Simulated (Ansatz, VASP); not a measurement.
TiC in VASP and in Ansatz

The input INCAR:

```
SYSTEM = TiC
  PREC = Accurate
  ENCUT = 520
  EDIFF = 1E-7
  ISMEAR = 0
  SIGMA = 0.15
  LREAL = .FALSE.
  LASPH = .TRUE.
  NELM = 60
  ALGO = Normal
  ISIF = 2
  LWAVE = .FALSE.
  LCHARG = .FALSE.
  GGA = PE
  NBANDS = 24
```

The input KPOINTS:

```
regular mesh
0
G
  20 20 14
  0 0 0
```

Contents of POSCAR:

```
TiC
1.0
    0.0000000000     -2.1664615256     -2.1664615256
    0.0000000000      2.1664615256     -2.1664615256
    4.3329230512      0.0000000000      0.0000000000
Ti C
2 2
Direct
    0.4884177756      0.5115822244      0.5000000000
    0.9884177756      1.0115822244      0.0000000000
    0.5461582164      0.4538417836      0.0000000000
    0.0461582164     -0.0461582164      0.5000000000
```

Input for Ansatz:

```yaml
crystal:
  lattice:
    - [0.0, -2.1664615256, -2.1664615256]
    - [0.0, 2.1664615256, -2.1664615256]
    - [4.3329230512, 0.0, 0.0]
  atoms:
    - { symbol: Ti, position: [0.4884177756, 0.5115822244, 0.5] }
    - { symbol: Ti, position: [0.9884177756, 1.0115822244, 0.0] }
    - { symbol: C, position: [0.5461582164, 0.4538417836, 0.0] }
    - { symbol: C, position: [0.0461582164, -0.0461582164, 0.5] }
basis:
  ecutwfc: 420
kpoints:
  mp_grid: { grid: [20, 20, 14] }
hamiltonian:
  xc: pbe
scf:
  occupations: { method: gaussian, width: 0.15 }
output:
  forces: true
  stress: true
  eigenvalues: true
```

Change from the starting cell: mode 7 (512.3 1/cm) frozen in, largest displacement -0.200 Å.

Alike in both runs: task single point; functional PBE; k mesh 20 × 20 × 14; occupations gaussian, width 0.15 eV; no spin polarisation.

|  | VASP | Ansatz |
| --- | --- | --- |
| version | VASP 6.6.1 | Ansatz 0.2.0 |
| potentials or method | VASP PAW PBE potentials, release 64 (Ti_sv, C), cutoff 520 eV | scalar-relativistic, plane waves, PAW |
| valence electrons in the cell | 32 | 32 |

```tsv
	VASP	Ansatz	Ansatz less VASP
gap on the k mesh at the Fermi level (eV)	none	none	-
pressure (GPa)	8.0	7.8	-0.18
traceless stress, the component that is largest in VASP (GPa)	13.88	13.73	-0.154
rms of the force components (eV/Å)	1.535	1.524	-0.0106
```

Atom by atom the forces differ by 0.011 eV/Å (rms over components). A gap of «none» marks a metal or a gap that the smearing closes.
